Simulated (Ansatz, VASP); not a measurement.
## As: VASP beside Ansatz

INCAR

```
  PREC = Accurate
  ENCUT = 400
  EDIFF = 1E-6
  ISMEAR = 0
  SIGMA = 0.04
  LREAL = F
  LASPH = T
  NELM = 120
  ALGO = Normal
  ISIF = 2
  LWAVE = F
  LCHARG = F
  LDIPOL = T
  IDIPOL = 3
  DIPOL = 0.5 0.5 0.628
  GGA = PE
  IVDW = 12
  NBANDS = 22
  GGA_COMPAT = F
  NELMDL = -8
```

File KPOINTS:

```
regular mesh
0
Gamma
  12 12 1
```

File POSCAR:

```
As
1.0
    3.5708954738      0.0000000000      0.0000000000
   -1.7854477369      3.0924861946      0.0000000000
    0.0000000000      0.0000000000     22.4800000000
As
2
Direct
    0.3333333333      0.6666666667      0.5965214396
    0.0000000000      0.0000000000      0.6584921643
```

Input for Ansatz:

```yaml
crystal:
  lattice:
    - [3.5708954738, 0.0, 0.0]
    - [-1.7854477369, 3.0924861946, 0.0]
    - [0.0, 0.0, 22.48]
  atoms:
    - { symbol: As, position: [0.3333333333, 0.6666666667, 0.5965214396] }
    - { symbol: As, position: [0.0, 0.0, 0.6584921643] }
basis:
  ecutwfc: 420
kpoints:
  mp_grid: { grid: [12, 12, 1] }
hamiltonian:
  xc: pbe
  dispersion: d3bj
  pseudopotentials: { kind: paw, azcp: { folder: soft_1 } }
scf:
  occupations: { method: gaussian, width: 0.04 }
  n_extra_bands: 6
  max_iter: 160
output:
  forces: true
  eigenvalues: true
  write_density: true
  write_potential: true
  elf: true
  volumetric_format: npy
efield:
  axis: 3
  dipole_correction: true
```

Alike in both runs: task single point; functional PBE; dispersion D3(BJ); k mesh 12 × 12 × 1; occupations gaussian, width 0.04 eV; no spin polarisation.

```csv
,VASP,Ansatz
version,VASP 6.6.1,Ansatz 0.2.0
potentials or method,"VASP PAW PBE potentials, release 64 (As_d), cutoff 400 eV","scalar-relativistic, plane waves, PAW"
valence electrons in the cell,30,30
```

|  | VASP | Ansatz | Ansatz less VASP |
| --- | --- | --- | --- |
| gap on the k mesh at the Fermi level (eV) | 1.57 | 1.57 | -0.006 |
| least direct gap on the mesh (eV) | 2.05 | 2.05 | +0.002 |
| rms of the force components (eV/Å) | 0.053 | 0.040 | -0.0128 |

Atom by atom the forces differ by 0.013 eV/Å (rms over components).
